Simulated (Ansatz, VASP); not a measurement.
MoS2: VASP beside Ansatz

The input INCAR:

```
SYSTEM = MoS2
PREC = Accurate
ENCUT = 600
EDIFF = 1E-6
ISMEAR = 0
SIGMA = 0.02
LREAL = .FALSE.
LASPH = .TRUE.
NELM = 100
ALGO = Normal
ISIF = 3
LWAVE = .FALSE.
LCHARG = .FALSE.
GGA = PE
IBRION = 2
NSW = 100
EDIFFG = -0.005
```

File KPOINTS:

```
regular mesh
0
G
  12 12 2
  0 0 0
```

Contents of POSCAR:

```
MoS2
1.0
    3.1922379100      0.0000000000      0.0000000000
   -1.5961189600      2.7645591300      0.0000000000
    0.0000000000      0.0000000000     13.3782940000
Mo S
2 4
Direct
    0.6666666700      0.3333333300      0.2500000000
    0.3333333300      0.6666666700      0.7500000000
    0.6666666700      0.3333333300      0.6330820000
    0.3333333300      0.6666666700      0.3669180000
    0.6666666700      0.3333333300      0.8669180000
    0.3333333300      0.6666666700      0.1330820000
```

Input for Ansatz:

```yaml
crystal:
  lattice:
    - [3.19223791, 0.0, 0.0]
    - [-1.59611896, 2.76455913, 0.0]
    - [0.0, 0.0, 13.378294]
  atoms:
    - { symbol: Mo, position: [0.66666667, 0.33333333, 0.25] }
    - { symbol: Mo, position: [0.33333333, 0.66666667, 0.75] }
    - { symbol: S, position: [0.66666667, 0.33333333, 0.633082] }
    - { symbol: S, position: [0.33333333, 0.66666667, 0.366918] }
    - { symbol: S, position: [0.66666667, 0.33333333, 0.866918] }
    - { symbol: S, position: [0.33333333, 0.66666667, 0.133082] }
basis:
  ecutwfc: 420
kpoints:
  mp_grid: { grid: [12, 12, 2] }
hamiltonian:
  xc: pbe
scf:
  occupations: { method: gaussian, width: 0.02 }
output:
  forces: true
  stress: true
  eigenvalues: true
relax:
  adjacent_minimum: "off"
  f_tol: 0.005
  max_steps: 80
  cell: { stress_tol: 0.05 }
```

Alike in both runs: task relaxation of cell and atoms; functional PBE; k mesh 12 × 12 × 2; occupations gaussian, width 0.02 eV; no spin polarisation.

|  | VASP | Ansatz |
| --- | --- | --- |
| version | VASP 6.6.1 | Ansatz 0.2.0 |
| potentials or method | VASP PAW PBE potentials, release 64 (Mo_sv, S), cutoff 600 eV | scalar-relativistic, plane waves, PAW |
| valence electrons in the cell | 52 | 52 |

VASP gave:

```
gap on the k mesh at the Fermi level, each at its own relaxed structure (eV) : 1.39
relaxed volume (Å³/atom)                                                     : 20.85
relaxed cell length with the largest relative difference (Å)                 : 14.242
```

**Question.** Estimate Ansatz's values.

**Answer.** gap on the k mesh at the Fermi level, each at its own relaxed structure (eV): 1.45; relaxed volume (Å³/atom): 21.68; relaxed cell length with the largest relative difference (Å): 14.808.
